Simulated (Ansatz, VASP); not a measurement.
One calculation of Ir, two programs

The input INCAR:

```
SYSTEM = Ir
PREC = Accurate
ENCUT = 520
EDIFF = 1E-7
ISMEAR = -1
SIGMA = 0.05
LREAL = .FALSE.
LASPH = .TRUE.
NELM = 100
ALGO = Normal
ISIF = 2
LWAVE = .FALSE.
LCHARG = .FALSE.
GGA = PE
NBANDS = 16
```

Contents of KPOINTS:

```
Automatic mesh
0
G
  12 12 12
  0 0 0
```

The input POSCAR:

```
Ir
1.0
   -0.1113548921      2.7281948571      2.7281948571
    2.7281948571     -0.1113548921      2.7281948571
    2.7281948571      2.7281948571     -0.1113548921
Ir
2
Direct
    0.0000000000      0.0000000000      0.0000000000
    0.2500000000      0.2500000000      0.2500000000
```

Input for Ansatz:

```yaml
crystal:
  lattice:
    - [-0.1113548921, 2.7281948571, 2.7281948571]
    - [2.7281948571, -0.1113548921, 2.7281948571]
    - [2.7281948571, 2.7281948571, -0.1113548921]
  atoms:
    - { symbol: Ir, position: [0.0, 0.0, 0.0] }
    - { symbol: Ir, position: [0.25, 0.25, 0.25] }
kpoints:
  mp_grid: { grid: [12, 12, 12] }
scf:
  occupations: { method: fermi_dirac, width: 0.05 }
hamiltonian:
  xc: pbe
  pseudopotentials: { kind: all_electron, lapw: { basis_error: 0.00025 } }
output:
  forces: true
  stress: true
  eigenvalues: true
```

Change from the starting cell: equal xy, yz and zx shear strains of -4 %.

Alike in both runs: task single point; functional PBE; k mesh 12 × 12 × 12; occupations fermi-dirac, width 0.05 eV; no spin polarisation.

|  | VASP | Ansatz |
| --- | --- | --- |
| version | VASP 6.6.1 | Ansatz 0.2.0 |
| potentials or method | VASP PAW PBE potentials, release 64 (Ir), cutoff 520 eV | all-electron LAPW, scalar-relativistic |

```csv
,VASP,Ansatz,Ansatz less VASP
pressure (GPa),0.8,1.3,+0.50
"traceless stress, the component that is largest in VASP (GPa)",5.60,5.76,+0.157
rms of the force components (eV/Å),0.826,0.858,+0.0329
```

Atom by atom the forces differ by 0.033 eV/Å (rms over components). Ansatz ran all-electron here, and VASP with PAW potentials.

Neither program's run includes spin-orbit coupling.
